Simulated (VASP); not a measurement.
# Au: single point with PBE

The system is Au.

```xyz
1
Lattice="-1.7149 1.7149 1.7149 1.7149 -1.7149 1.7149 1.7149 1.7149 -1.7149" Properties=species:S:1:pos:R:3 pbc="T T T"
Au    0.0000    0.0000    0.0000
```

This isn't the form of Au at room conditions, which is fcc.

```
Program             : VASP 6.6.1
Task                : single point
Functional          : PBE
Potentials or basis : VASP PAW PBE potentials, release 64 (Au)
Cutoff              : 520 eV
k mesh              : 22 × 22 × 22
Occupations         : fermi-dirac, width 0.1 eV
Spin                : no spin polarisation
```

| Property | Result |
| --- | --- |
| Pressure | -11.1 GPa |
| Band gap on the k mesh | zero (an odd number of electrons rules out a gap without spin polarisation) |

Levels at points of the mesh, in eV from the Fermi level:
| k point | band 3 | band 4 | band 5 | band 6 | band 7 | band 8 |
| --- | --- | --- | --- | --- | --- | --- |
| (0.00, 0.00, 0.00) | -4.07 | -4.07 | -2.60 | -2.60 | 16.36 | 16.36 |
| (0.50, 0.00, 0.00) | -2.72 | -2.47 | -1.47 | 0.03 | 2.65 | 12.16 |
| (0.50, 0.50, 0.50) | -1.75 | -1.75 | -1.75 | 6.10 | 6.10 | 6.10 |

Run time: 96 s on 1 thread of AMD EPYC 7R13 (shared host), peak memory 0.17 GiB.

Caveat: the cell stands under tension; spin-orbit coupling is left out, which moves the levels of the heavy elements.
